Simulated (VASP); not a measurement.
# CsVCo3 in VASP: single point with PBE

Aim: the single point of CsVCo3 with PBE.

Program: VASP 6.6.1. These are calculated values, not measurements. Logs are shortened: lines on timing, memory, paths and dates and some standing lists are left out, and cuts for length are marked.

## Step 1: The cell of the first run

The typed cell holds 10 atoms: a = 6.393 Å, b = 6.393 Å, c = 5.338 Å, α = 90.00°, β = 90.00°, γ = 60.00°.

## Step 2: Single point, PBE

The input, POSCAR:

```
CsVCo3
1.0
    3.1967250000      5.5368890000      0.0000000000
   -3.1967250000      5.5368890000      0.0000000000
    0.0000000000      0.0000000000      5.3377290000
V Cs Co
2 2 6
Direct
    0.0000000000      0.0000000000      0.0000000000
    0.0000000000      0.0000000000      0.5000000000
    0.3333000000      0.3334000000      0.7500000000
    0.6666000000      0.6667000000      0.2500000000
    0.1600000000      0.1600000000      0.2500000000
    0.8400000000      0.3200000000      0.7500000000
    0.6800000000      0.1600000000      0.2500000000
    0.8400000000      0.8400000000      0.7500000000
    0.1600000000      0.6800000000      0.2500000000
    0.3200000000      0.8400000000      0.7500000000
```

The input, INCAR.step1:

```
PREC = Accurate
ENCUT = 520
EDIFF = 1E-6
ISMEAR = -1
SIGMA = 0.1
LREAL = F
LASPH = T
NELM = 120
ALGO = Normal
ISIF = 2
LWAVE = F
LCHARG = T
LMAXMIX = 4
GGA = PE
NBANDS = 60
GGA_COMPAT = F
NEDOS = 2001
LORBIT = 11
KPAR = 4
```

The input, KPOINTS.step1:

```
regular mesh
0
Gamma
  6 6 6
```

The input, INCAR.step2:

```
PREC = Accurate
ENCUT = 520
EDIFF = 1E-6
ISMEAR = -5
SIGMA = 0.1
LREAL = F
LASPH = T
NELM = 120
ALGO = Normal
ISIF = 2
LWAVE = F
LCHARG = F
LMAXMIX = 4
GGA = PE
LORBIT = 11
NEDOS = 1001
ICHARG = 11
GGA_COMPAT = F
KPAR = 4
```

The input, KPOINTS.step2:

```
regular mesh
0
Gamma
  9 9 9
```

Potentials or basis: VASP PAW PBE potentials, release 64 (V_sv, Cs_sv, Co).

The run is started by

```console
$ cat potpaw_PBE.64/V_sv/POTCAR potpaw_PBE.64/Cs_sv/POTCAR potpaw_PBE.64/Co/POTCAR > POTCAR
$ cp INCAR.step1 INCAR
$ cp KPOINTS.step1 KPOINTS
$ mpirun -np 4 vasp_std > vasp.out
$ cp INCAR.step2 INCAR
$ cp KPOINTS.step2 KPOINTS
$ mpirun -np 4 vasp_std > vasp.out
```

OUTCAR:

```text
PREC = Accurate
   ENCUT = 520
   EDIFF = 1E-6
   ISMEAR = -5
   LREAL = F
   LASPH = T
   NELM = 120
   ISIF = 2
   GGA = PE
   LORBIT = 11
   ICHARG = 11

 ion  position               nearest neighbor table
   1  0.000  0.000  0.000-   5 2.22   8 2.22   7 2.22   6 2.22   9 2.22  10 2.22   2 2.67   2 2.67

   2  0.000  0.000  0.500-   5 2.22   8 2.22   7 2.22   6 2.22   9 2.22  10 2.22   1 2.67   1 2.67

   3  0.333  0.333  0.750-
   4  0.667  0.667  0.250-
   5  0.160  0.160  0.250-   1 2.22   2 2.22   7 3.07   9 3.07
   6  0.840  0.320  0.750-   1 2.22   2 2.22   8 3.07  10 3.07
   7  0.680  0.160  0.250-   1 2.22   2 2.22   5 3.07   9 3.07
   8  0.840  0.840  0.750-   1 2.22   2 2.22   6 3.07  10 3.07
   9  0.160  0.680  0.250-   1 2.22   2 2.22   5 3.07   7 3.07
  10  0.320  0.840  0.750-   1 2.22   2 2.22   8 3.07   6 3.07

  LATTYP: Found a hexagonal cell.
 ALAT       =     6.3934490319
 C/A-ratio  =     0.8348747246

  Lattice vectors:

 A1 = (   3.1967250000,  -5.5368890000,   0.0000000000)
 A2 = (   3.1967250000,   5.5368890000,   0.0000000000)
 A3 = (   0.0000000000,   0.0000000000,   5.3377290000)

Analysis of symmetry for initial positions (statically):
=====================================================================
 Subroutine PRICEL returns:
 Original cell was already a primitive cell.

 Routine SETGRP: Setting up the symmetry group for a
 hexagonal supercell.

 Subroutine GETGRP returns: Found  4 space group operations
 (whereof  2 operations were pure point group operations)
 out of a pool of 24 trial point group operations.

The static configuration has the point symmetry C_2 .
 The point group associated with its full space group is C_2v.

Analysis of symmetry for dynamics (positions and initial velocities):
=====================================================================
 Subroutine PRICEL returns:
 Original cell was already a primitive cell.

 Routine SETGRP: Setting up the symmetry group for a
 hexagonal supercell.

 Subroutine GETGRP returns: Found  4 space group operations
 (whereof  2 operations were pure point group operations)
 out of a pool of 24 trial point group operations.

The dynamic configuration has the point symmetry C_2 .
 The point group associated with its full space group is C_2v.

 Subroutine INISYM returns: Found  4 space group operations
 (whereof  2 operations are pure point group operations),
 and found     1 'primitive' translations

----------------------------------------------------------------------------------------

                                     Primitive cell

  volume of cell :     188.9547

  direct lattice vectors                    reciprocal lattice vectors
     3.196725000  5.536889000  0.000000000     0.156410076  0.090303418  0.000000000
    -3.196725000  5.536889000  0.000000000    -0.156410076  0.090303418  0.000000000
     0.000000000  0.000000000  5.337729000     0.000000000  0.000000000  0.187345592

  length of vectors
     6.393449032  6.393449032  5.337729000     0.180606808  0.180606808  0.187345592

  position of ions in fractional coordinates (direct lattice)
     0.000000000  0.000000000  0.000000000
     0.000000000  0.000000000  0.500000000
     0.333300000  0.333400000  0.750000000
     0.666600000  0.666700000  0.250000000
     0.160000000  0.160000000  0.250000000
     0.840000000  0.320000000  0.750000000
     0.680000000  0.160000000  0.250000000
     0.840000000  0.840000000  0.750000000
     0.160000000  0.680000000  0.250000000
     0.320000000  0.840000000  0.750000000

  ion indices of the primitive-cell ions
   primitive index   ion index
                 1           1
                 2           2
                 3           3
                 4           4
                 5           5
                 6           6
                 7           7
                 8           8
                 9           9
                10          10

----------------------------------------------------------------------------------------

 KPOINTS: regular mesh

Automatic generation of k-mesh.
 Grid dimensions read from file:
 generate k-points for:    9    9    9

 Generating k-lattice:

  Cartesian coordinates                     Fractional coordinates (reciprocal lattice)
     0.017378897  0.010033713  0.000000000     0.111111111 -0.000000000  0.000000000
    -0.017378897  0.010033713  0.000000000    -0.000000000  0.111111111  0.000000000
     0.000000000  0.000000000  0.020816177     0.000000000  0.000000000  0.111111111

  Length of vectors
     0.020067423  0.020067423  0.020816177

  Shift w.r.t. Gamma in fractional coordinates (k-lattice)
     0.000000000  0.000000000  0.000000000

 TETIRR: Found   1097 inequivalent tetrahedra from     4374

 Subroutine IBZKPT returns following result:
 ===========================================

 Found    125 irreducible k-points:

 Following reciprocal coordinates:
            Coordinates               Weight
  0.000000  0.000000  0.000000      1.000000
  0.111111  0.000000  0.000000      4.000000
  0.111111  0.111111  0.000000      2.000000
  0.222222  0.000000  0.000000      4.000000
  0.222222  0.222222  0.000000      2.000000
  0.333333  0.000000  0.000000      4.000000
[... 16 lines left out ...]
  0.333333 -0.444444  0.000000      4.000000
 -0.222222  0.333333  0.000000      4.000000
 [... further k-points ...]
   k-points           NKPTS =    125   k-points in BZ     NKDIM =    125   number of bands    NBANDS=     58
   number of dos      NEDOS =   1001   number of ions     NIONS =     10
   total plane-waves  NPLWV =  92160
   dimension x,y,z NGX =    48 NGY =   48 NGZ =   40
   dimension x,y,z NGXF=    96 NGYF=   96 NGZF=   80
   ions per type =               2   2   6
   NGX,Y,Z   is equivalent  to a cutoff of  12.48, 12.48, 12.46 a.u.
   NGXF,Y,Z  is equivalent  to a cutoff of  24.96, 24.96, 24.92 a.u.
 SYSTEM =  unknown system
   PREC   = accura    normal or accurate (medium, high low for compatibility)
   ISTART =      0    job   : 0-new  1-cont  2-samecut
   ICHARG =     11    charge: 1-file 2-atom 10-const
   ISPIN  =      1    spin polarized calculation?
   LNONCOLLINEAR =      F non collinear calculations
   LSORBIT =      F    spin-orbit coupling
   LASPH  =      T    aspherical Exc in radial PAW
   ENCUT  =  520.0 eV  38.22 Ry    6.18 a.u.  11.89 11.89  9.92*2*pi/ulx,y,z
   NELM   =    120;   NELMIN=  2; NELMDL=  0     # of ELM steps
   EDIFF  = 0.1E-05   stopping-criterion for ELM
   LREAL  =      F    real-space projection
   EDIFFG = 0.1E-04   stopping-criterion for IOM
   NSW    =      0    number of steps for IOM
   IBRION =     -1    ionic relax: 0-MD 1-quasi-New 2-CG
   NFREE  =      0    steps in history (QN), initial steepest desc. (CG)
   ISIF   =      2    stress and relaxation
   ISYM   =      2    0-nonsym 1-usesym 2-fastsym
   POTIM  = 0.5000    time-step for ionic-motion
   TEBEG  =    0.0;   TEEND  =   0.0 temperature during run
   PSTRESS=    0.0 pullay stress
   NELECT =      98.0000    total number of electrons
   NUPDOWN=      -1.0000    fix difference up-down
   EMIN   =  10.00;   EMAX   =-10.00  energy-range for DOS
   EFERMI =   0.00;   METHOD = LEGACY
   ISMEAR =    -5;   SIGMA  =   0.10  broadening in eV -4-tet -1-fermi 0-gaus
   EFERMI_NEDOS =   21; number of points for ismear=-14 and -15
   IALGO  =     38    algorithm
   IMIX   =      4    mixing-type and parameters
     AMIX     =   0.40;   BMIX     =  1.00
     AMIX_MAG =   1.60;   BMIX_MAG =  1.00
  volume/ion in A,a.u.               =      18.90       127.51
  Fermi-wavevector in a.u.,A,eV,Ry     =   1.315319  2.485592 23.538939  1.730063
  Thomas-Fermi vector in A             =   2.445510
   LORBIT       =     11    0 simple, 1 ext, 2 COOP (PROOUT), +10 PAW based schemes
   GGA     = PE    functional components
   LHFCALC =     F    Hartree Fock is set to
   AEXX    =    0.0000 exact exchange contribution
   IVDW    =     0    specifies the selected vdW correction
   LEPSILON=     F    determine dielectric tensor
   LRPA    =     F    only Hartree local field effects (RPA)
 non-spin polarized calculation
 Fermi weights with tetrahedron method with Bloechl corrections
  energy-cutoff  :      520.00
  volume of cell :      188.95
 maximum number of plane-waves:      5127

 number of electron      97.9999976 magnetization

 Free energy of the ion-electron system (eV)
  ---------------------------------------------------
  ext. energy  EPLUGINS =         0.00000000
  ---------------------------------------------------
  free energy    TOTEN  =       -49.71606281 eV

  energy without entropy =      -49.71606281  energy(sigma->0) =      -49.71606281

 E-fermi :   5.5654     XC(G=0): -10.8444

 val. band max:        5.6264690853   @ k =   0.0000   0.0000   0.2222
 cond. band min:       5.5411353696   @ k =  -0.4444   0.1111   0.2222
 fundamental gap:     -0.0853337156
 Fermi energy:         5.5654246618

 k-point     1 :       0.0000    0.0000    0.0000
  band No.  band energies     occupation
      1     -58.4179      2.00000
      2     -58.3554      2.00000
      3     -32.6028      2.00000
      4     -32.3010      2.00000
      5     -32.3010      2.00000
      6     -32.2491      2.00000
[... 1453 lines left out ...]
     57       7.2959      0.00000
     58       7.3234      0.00000

 [... further k-points ...]

------------------------ aborting loop because EDIFF is reached ----------------------------------------

  FORCE on cell =-STRESS in cart. coord.  units (eV):
  Direction    XX          YY          ZZ          XY          YZ          ZX
  --------------------------------------------------------------------------------------
  -------------------------------------------------------------------------------------
  Total       14.9527293     14.9637123     15.6571261      0.0000000      0.0000000      0.0000000
  in kB      126.7866254    126.8797523    132.7593205      0.0000000      0.0000000      0.0000000
  external PRESSURE =     128.8085661 kB  Pullay stress =       0.0000000 kB

 VOLUME and BASIS-vectors are now :
 -----------------------------------------------------------------------------
  energy-cutoff  :      520.00
  volume of cell :      188.95
      direct lattice vectors                 reciprocal lattice vectors
     3.196725000  5.536889000  0.000000000     0.156410076  0.090303418  0.000000000
    -3.196725000  5.536889000  0.000000000    -0.156410076  0.090303418  0.000000000
     0.000000000  0.000000000  5.337729000     0.000000000  0.000000000  0.187345592

 POSITION                                       TOTAL-FORCE (eV/Angst)
 -----------------------------------------------------------------------------------
      0.00000      0.00000      0.00000        -0.000226      0.000000      0.000000
      0.00000      0.00000      2.66886        -0.000226      0.000000      0.000000
     -0.00032      3.69144      4.00330         0.001081     -0.000925      0.000000
     -0.00032      7.38233      1.33443         0.001081      0.000925     -0.000000
      0.00000      1.77180      1.33443        -0.000580      0.518495      0.000000
      1.66230      6.42279      4.00330        -0.448043      0.259625      0.000000
      1.66230      4.65099      1.33443        -0.448043     -0.259625      0.000000
      0.00000      9.30197      4.00330        -0.000580     -0.518495     -0.000000
     -1.66230      4.65099      1.33443         0.447768     -0.260143     -0.000000
     -1.66230      6.42279      4.00330         0.447768      0.260143      0.000000
 -----------------------------------------------------------------------------------
    total drift:                                0.000234      0.000000     -0.000000

  FREE ENERGIE OF THE ION-ELECTRON SYSTEM (eV)
  ---------------------------------------------------
  free  energy   TOTEN  =       -49.7160628068 eV

  energy  without entropy=      -49.7160628068  energy(sigma->0) =      -49.71606281

 total charge

# of ion       s       p       d       tot
------------------------------------------
    1        2.427   6.293   3.217  11.938
    2        2.427   6.293   3.217  11.938
    3        1.863   4.565   0.160   6.588
    4        1.863   4.565   0.160   6.588
    5        0.444   0.220   7.515   8.179
    6        0.444   0.220   7.515   8.179
    7        0.444   0.220   7.515   8.179
    8        0.444   0.220   7.515   8.179
    9        0.444   0.220   7.515   8.179
   10        0.444   0.220   7.515   8.179
--------------------------------------------------
tot         11.245  23.036  51.847  86.128
```

Wall time 8 min (4 MPI ranks of Intel Xeon Platinum 8259CL at 2.50GHz (Skylake/Cascade Lake), shared host); peak memory 1.1 GiB.

Results:

```yaml
Valence_electrons_inside_the_program's_atomic_spheres: V 11.94; Cs 6.59; Co 8.18
```

Levels at points of the mesh, in eV from the Fermi level:
| k point | band 47 | band 48 | band 49 | band 50 | band 51 | band 52 |
| --- | --- | --- | --- | --- | --- | --- |
| (0.00, 0.00, 0.00) | -0.11 | 0.00 | 0.07 | 0.07 | 0.16 | 0.86 |

Caveat: spin-orbit coupling is left out, which moves the levels of the heavy elements; the run has no spin polarisation, though such a crystal can be magnetic.
